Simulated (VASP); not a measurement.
Write the native input for VASP 6.6.1 that does the following.

| Item | Value |
| --- | --- |
| Task | relaxation of cell and atoms |
| Functional | PBE |
| Potentials or basis | VASP PAW PBE potentials, release 64 (Mg, Se) |
| Cutoff | 600 eV |
| k mesh | 12 × 12 × 4 |
| Occupations | gaussian, width 0.1 eV |
| Spin | no spin polarisation |
| Dipole correction | no |
| Further INCAR settings | ALGO = Normal; EDIFF = 1e-06; IBRION = 2; EDIFFG = -0.01; NSW = 100; ISIF = 3 |

The structure of Mg4Se lies in POSCAR:

```
Mg4Se
1.0
    3.6680443917      0.0000000000      0.0000000000
   -1.8340221959      3.1766196254      0.0000000000
    0.0000000000      0.0000000000     10.4119173327
Mg Se
4 1
Direct
    0.3333333333      0.6666666667      0.8415406080
    0.3333333333      0.6666666667      0.3884793800
    0.6666666667      0.3333333333      0.1584593920
    0.6666666667      0.3333333333      0.6115206200
    0.0000000000      0.0000000000      0.0000000000
```

One way to write it, as run:

INCAR

```
PREC = Accurate
ENCUT = 600
EDIFF = 1E-6
ISMEAR = 0
SIGMA = 0.1
LREAL = False
LASPH = True
NELM = 100
ALGO = Normal
ISIF = 3
LWAVE = False
LCHARG = False
GGA = PE
IBRION = 2
NSW = 100
EDIFFG = -0.01
```

KPOINTS

```
Automatic mesh
0
Gamma
  12 12 4
```

Potentials or basis: VASP PAW PBE potentials, release 64 (Mg, Se).

Launch:

```console
$ cat potpaw_PBE.64/Mg/POTCAR potpaw_PBE.64/Se/POTCAR > POTCAR
$ mpirun -np 1 vasp_std > vasp.out
```

It gave:

```json
{
 "Relaxed volume": "24.28 Å³/atom",
 "Relaxed cell": "a = 3.616 Å, b = 3.616 Å, c = 10.721 Å, α = 90.00°, β = 90.00°, γ = 120.00°",
 "Space group after relaxing (to 0.05 Å)": "P-3m1 (No. 164)",
 "Energy gained by relaxing": "6.3 meV/atom",
 "Ionic steps": "12",
 "Pressure after relaxing": "0.0 GPa",
 "Band gap on the k mesh": "zero (band 7 reaches 3.10 eV, above the bottom of band 8 at 2.08 eV)"
}
```

Wall time 4.9 min on 1 thread of Intel(R) Xeon(R) 6975P-C (Granite Rapids) (shared host), peak memory 0.36 GiB.
